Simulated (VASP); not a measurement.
Zr:

```
Zr
1.0
     3.23200    0.00000    0.00000
    -1.61600    2.79899    0.00000
     0.00000    0.00000    5.14700
Zr
2
Direct
  0.66667 0.33333 0.75000
  0.33333 0.66667 0.25000
```

- Program: VASP 6.6.1
- Task: relaxation of cell and atoms
- Functional: PBE
- Dispersion: D3(BJ)
- Potentials or basis: VASP PAW PBE potentials, release 64 (Zr_sv)
- Cutoff: 600 eV
- k mesh: 9 × 9 × 5
- Occupations: fermi-dirac, width 0.05 eV
- Spin: no spin polarisation

At the start: pressure -3.3 GPa; volume 23.28 Å³/atom.

Task: Where does the relaxation end?

Result: Over 6 steps the energy falls by 9.1 meV/atom and the volume is 22.45 Å³/atom (-3.6 %); space group P6_3/mmc (No. 194, to 0.05 Å).

The path:
| step | energy change (eV) | largest force (eV/Å) | pressure (GPa) | volume (Å³) |
| --- | --- | --- | --- | --- |
| 1 | 0.0000 | 0.0000 | -3.29 | 46.56 |
| 2 | -0.0012 | 0.0000 | 3.61 | 43.41 |
| 3 | -0.0176 | 0.0000 | 0.03 | 44.93 |
| 4 | -0.0176 | 0.0000 | 0.11 | 44.90 |
| 5 | -0.0182 | 0.0000 | 0.07 | 44.90 |
| 6 | -0.0182 | 0.0000 | 0.06 | 44.90 |

Final structure:
```
CELL_PARAMETERS angstrom
3.18110 0.00000 0.00000
-1.59055 2.75491 0.00000
0.00000 0.00000 5.12303
ATOMIC_POSITIONS crystal
Zr 0.66667 0.33333 0.75000
Zr 0.33333 0.66667 0.25000
```

Caveat: pairwise dispersion overbinds metals, which lowers pressure and volume.
